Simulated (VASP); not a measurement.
# Al3Ni2Pd (P-3m1) in VASP: notebook, part 2 of 2

VASP 6.6.1. Earlier steps stand in the parts before.

## 3. Single point, PBE

INCAR reads:

```
SYSTEM = Al3Ni2Pd
PREC     = Accurate       ! precision mode
ENCUT    = 520            ! plane-wave cutoff, eV
EDIFF    = 1E-6           ! SCF threshold, eV
ISMEAR   = 0              ! smearing method
SIGMA    = 0.1            ! smearing width, eV
LREAL    = .FALSE.        ! projectors in reciprocal space
LASPH    = .TRUE.         ! aspherical terms in the spheres
NELM     = 80             ! most SCF steps
ALGO     = Fast           ! electronic algorithm
ISIF     = 2              ! what is computed and relaxed
LWAVE    = .FALSE.        ! write WAVECAR
LCHARG   = .TRUE.         ! write CHGCAR
GGA      = PE             ! functional
LELF     = .TRUE.         ! ELF
LVHAR    = .TRUE.       
NBANDS   = 28             ! bands
```

KPOINTS reads:

```
regular mesh
0
G
  12 12 8
  0 0 0
```

POSCAR reads:

```
Al3Ni2Pd
1.0
    4.1802304888      0.0000000000      0.0000000000
   -2.0901152444      3.6201857970      0.0000000000
    0.0000000000      0.0000000000      5.1489878806
Al Ni Pd
3 2 1
Direct
    0.3333333333      0.6666666667      0.1825061416
    0.6666666667      0.3333333333      0.8174938584
    0.0000000000      0.0000000000      0.5000000000
    0.3333333333      0.6666666667      0.6660003786
    0.6666666667      0.3333333333      0.3339996214
    0.0000000000      0.0000000000      0.0000000000
```

Potentials or basis: VASP PAW PBE potentials, release 64 (Al, Ni, Pd).

The run is started by

```console
$ cat potpaw_PBE.64/Al/POTCAR potpaw_PBE.64/Ni/POTCAR potpaw_PBE.64/Pd/POTCAR > POTCAR
$ mpirun -np 1 vasp_std > vasp.out
```

Wall time 1.9 min (1 thread of Intel Xeon 6975P-C (Granite Rapids), shared host); peak memory 0.4 GiB.

Results (log left out):

* Free energy: -31.6081 eV
* Pressure: 0.1 GPa
* Largest force: 0.008 eV/Å
* Band gap on the k mesh: zero (an odd number of electrons rules out a gap without spin polarisation)

Forces on the atoms (eV/Å):
```
Al   0.000  0.000  0.002
Al   0.000  0.000 -0.002
Al   0.000  0.000  0.000
Ni   0.000  0.000  0.008
Ni   0.000  0.000 -0.008
Pd   0.000  0.000  0.000
```

Levels at points of the mesh, in eV from the Fermi level:
```csv
k point,band 16,band 17,band 18,band 19,band 20,band 21,band 22,band 23,band 24,band 25
"(0.00, 0.00, 0.00)",-1.64,-1.64,-1.56,1.97,1.97,2.15,2.15,3.09,3.98,4.98
"(0.50, 0.00, 0.00)",-1.97,-1.94,-1.72,-1.09,0.18,0.48,1.62,2.43,4.27,4.57
"(0.00, 0.00, 0.50)",-1.07,-1.07,1.97,1.97,2.06,2.54,3.03,3.03,3.13,3.13
"(0.50, 0.00, 0.50)",-1.85,-1.76,-1.56,-0.70,0.50,0.56,1.98,2.88,5.46,6.09
```

## 4. Relaxation of cell and atoms, PBE

INCAR reads:

```
ALGO = Fast ; EDIFF = 1E-7
EDIFFG = -0.01 ; ENCUT = 600
GGA = PE ; IBRION = 2
ISIF = 3 ; ISMEAR = 0
LASPH = True ; LCHARG = False
LREAL = False ; LWAVE = False
NELM = 60 ; NSW = 100
PREC = Accurate ; SIGMA = 0.1
```

KPOINTS reads:

```
k-points
0
Gamma
  12 12 8
```

POSCAR reads:

```
Al3Ni2Pd
1.0
    4.1842490762      0.0000000000      0.0000000000
   -2.0921245381      3.6236659958      0.0000000000
    0.0000000000      0.0000000000      5.1463455566
Al Ni Pd
3 2 1
Direct
    0.3333333333      0.6666666667      0.1827623475
    0.6666666667      0.3333333333      0.8172376525
    0.0000000000      0.0000000000      0.5000000000
    0.3333333333      0.6666666667      0.6660697054
    0.6666666667      0.3333333333      0.3339302946
    0.0000000000      0.0000000000      0.0000000000
```

Potentials or basis: VASP PAW PBE potentials, release 64 (Al, Ni, Pd).

The run is started by

```console
$ cat potpaw_PBE.64/Al/POTCAR potpaw_PBE.64/Ni/POTCAR potpaw_PBE.64/Pd/POTCAR > POTCAR
$ mpirun -np 1 vasp_std > vasp.out
```

OUTCAR:

```text
EDIFF = 1E-7
   EDIFFG = -0.01
   ENCUT = 600
   GGA = PE
   IBRION = 2
   ISIF = 3
   ISMEAR = 0
   LASPH = True
   LREAL = False
   NELM = 60
   NSW = 100
   PREC = Accurate

 ion  position               nearest neighbor table
   1  0.333  0.667  0.183-   4 2.49   5 2.54   5 2.54   5 2.54   6 2.59   6 2.59   6 2.59   4 2.66
                             3 2.92   3 2.92   3 2.92   2 3.06   2 3.06   2 3.06
   2  0.667  0.333  0.817-   5 2.49   4 2.54   4 2.54   4 2.54   6 2.59   6 2.59   6 2.59   5 2.66
                             3 2.92   3 2.92   3 2.92   1 3.06   1 3.06   1 3.06
   3  0.000  0.000  0.500-   4 2.56   5 2.56   5 2.56   4 2.56   5 2.56   4 2.56   6 2.57   6 2.57
                             1 2.92   2 2.92   1 2.92   2 2.92   2 2.92   1 2.92
   4  0.333  0.667  0.666-   1 2.49   2 2.54   2 2.54   2 2.54   3 2.56   3 2.56   3 2.56   1 2.66
                             5 2.96   5 2.96   5 2.96   6 2.96   6 2.96   6 2.96
   5  0.667  0.333  0.334-   2 2.49   1 2.54   1 2.54   1 2.54   3 2.56   3 2.56   3 2.56   2 2.66
                             4 2.96   4 2.96   4 2.96   6 2.96   6 2.96   6 2.96
   6  0.000  0.000  0.000-   3 2.57   3 2.57   1 2.59   2 2.59   2 2.59   1 2.59   2 2.59   1 2.59
                             5 2.96   4 2.96   5 2.96   4 2.96   4 2.96   5 2.96

[... 250 lines left out ...]
      5       4.9892      2.00000
      6       5.6685      2.00000
[... 694 lines left out ...]
--------------------------------------- Ionic step        4  -------------------------------------------

 number of electron      39.0000009 magnetization

 Free energy of the ion-electron system (eV)
  ---------------------------------------------------
  ext. energy  EPLUGINS =         0.00000000
  ---------------------------------------------------
  free energy    TOTEN  =       -31.60780919 eV

  energy without entropy =      -31.59715945  energy(sigma->0) =      -31.60248432

 E-fermi :   9.9836     XC(G=0): -11.9536

 val. band max:        9.9817740834   @ k =  -0.2500  -0.4167   0.2500
 cond. band min:       9.9974834839   @ k =   0.0000   0.1667   0.2500
 fundamental gap:      0.0157094005
 Fermi energy:         9.9836383196

 k-point     1 :       0.0000    0.0000    0.0000
  band No.  band energies     occupation
      1      -0.8251      2.00000
      2       3.4725      2.00000
      3       4.2237      2.00000
      4       4.9760      2.00000
      5       4.9760      2.00000
      6       5.6551      2.00000
[... 648 lines left out ...]
  FREE ENERGIE OF THE ION-ELECTRON SYSTEM (eV)
  ---------------------------------------------------
  free  energy   TOTEN  =       -31.6078091931 eV

  energy  without entropy=      -31.5971594529  energy(sigma->0) =      -31.60248432

 reached required accuracy - stopping structural energy minimisation
```

OSZICAR:

```text
N       E                     dE             d eps       ncg     rms          rms(c)
DAV:   1     0.246748257631E+03    0.24675E+03   -0.18467E+04  6026   0.198E+03
DAV:   2    -0.119512854154E+02   -0.25870E+03   -0.25289E+03  6068   0.379E+02
DAV:   3    -0.341111180999E+02   -0.22160E+02   -0.21710E+02  8306   0.115E+02
[... 49 lines left out ...]
RMM:   4    -0.316078104073E+02    0.13519E-04   -0.23715E-05  6026   0.485E-02    0.961E-03
RMM:   5    -0.316078089192E+02    0.14881E-05   -0.11097E-05  6121   0.255E-02    0.394E-03
RMM:   6    -0.316078092452E+02   -0.32606E-06   -0.47103E-06  6051   0.238E-02    0.332E-03
RMM:   7    -0.316078091796E+02    0.65606E-07   -0.11821E-06  5634   0.116E-02    0.874E-04
RMM:   8    -0.316078091931E+02   -0.13455E-07   -0.43938E-07  4407   0.456E-03
   4 F= -.31607809E+02 E0= -.31602484E+02  d E =-.312887E-04
```

It took 7.8 min on 1 thread of Intel Xeon 6975P-C (Granite Rapids), shared host; peak memory 0.47 GiB.

Results:

| Item | Value |
| --- | --- |
| Free energy | -31.6078 eV |
| Relaxed volume | 12.99 Å³/atom |
| Relaxed cell | a = 4.180 Å, b = 4.180 Å, c = 5.148 Å, α = 90.00°, β = 90.00°, γ = 120.00° |
| Space group after relaxing (to 0.1 Å) | P-3m1 (No. 164) |
| Energy gained by relaxing | 0.0 meV/atom |
| Ionic steps | 4 |
| Pressure after relaxing | 0.0 GPa |
| Largest force after relaxing | 0.005 eV/Å |
| Band gap on the k mesh | zero (an odd number of electrons rules out a gap without spin polarisation) |

Forces on the atoms (eV/Å):
```
Al   0.000  0.000  0.000
Al   0.000  0.000  0.000
Al   0.000  0.000  0.000
Ni   0.000  0.000  0.005
Ni   0.000  0.000 -0.005
Pd   0.000  0.000  0.000
```

The path:
```tsv
step	energy change (eV)	largest force (eV/Å)	pressure (GPa)	volume (Å³)
1	0.0000	0.0141	-0.27	78.03
2	-0.0001	0.0082	0.26	77.79
3	-0.0001	0.0109	0.05	77.90
4	-0.0002	0.0052	0.01	77.91
```

Final structure:
```yaml
crystal:
  lattice:
    - [4.18040, 0.00000, 0.00000]
    - [-2.09020, 3.62033, 0.00000]
    - [0.00000, 0.00000, 5.14806]
  atoms:
    - { symbol: Al, position: [0.33333, 0.66667, 0.18263] }
    - { symbol: Al, position: [0.66667, 0.33333, 0.81737] }
    - { symbol: Al, position: [0.00000, 0.00000, 0.50000] }
    - { symbol: Ni, position: [0.33333, 0.66667, 0.66625] }
    - { symbol: Ni, position: [0.66667, 0.33333, 0.33375] }
    - { symbol: Pd, position: [0.00000, 0.00000, 0.00000] }
```

Spin polarisation is off, so any magnetic state and its effect on volume and gap are missing.
